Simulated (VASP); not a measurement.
A run of VASP 6.6.1 is set up as follows.

File INCAR:

```
SYSTEM = Mg2Ti3O3
PREC = Accurate ; ENCUT = 520
EDIFF = 1E-7 ; ISMEAR = 0
SIGMA = 0.2 ; LREAL = .FALSE.
LASPH = .TRUE. ; NELM = 80
ALGO = Normal ; ISIF = 2
LWAVE = .FALSE. ; LCHARG = .FALSE.
GGA = PE ; NBANDS = 39
```

KPOINTS

```
regular mesh
0
G
  8 4 4
  0 0 0
```

POSCAR

```
Mg2Ti3O3
1.0
    2.8467640396      0.0004138463      0.0011433294
    1.2312794709      5.1200467709      0.0022917315
    0.6542980221      2.3321445790      7.2993926297
Mg Ti O
2 3 3
Direct
    0.4524453123      0.8747273574      0.0777059892
    0.5761439505      0.2719078589      0.2552859581
    0.9323959398      0.9849608929      0.7153892369
    0.1110670527      0.7011576311      0.4634935416
    0.1726220549      0.4186361115      0.8219062694
    0.7197779441      0.4146504755      0.6218683595
    0.5415781445      0.6893691494      0.8686118613
    0.4939696011      0.9779238562      0.5090721177
```

Potentials or basis: VASP PAW PBE potentials, release 64 (Mg, Ti_sv, O).

The run is started by

```console
$ cat potpaw_PBE.64/Mg/POTCAR potpaw_PBE.64/Ti_sv/POTCAR potpaw_PBE.64/O/POTCAR > POTCAR
$ mpirun -np 1 vasp_std > vasp.out
```

(1) Estimate the pressure.

(2) What does it give for the largest force?

(3) Predict the band gap on the k mesh.

## Answers

(1) 0.2 GPa.

(2) 0.064 eV/Å.

(3) zero (bands 29 and 30 overlap by 0.52 eV).
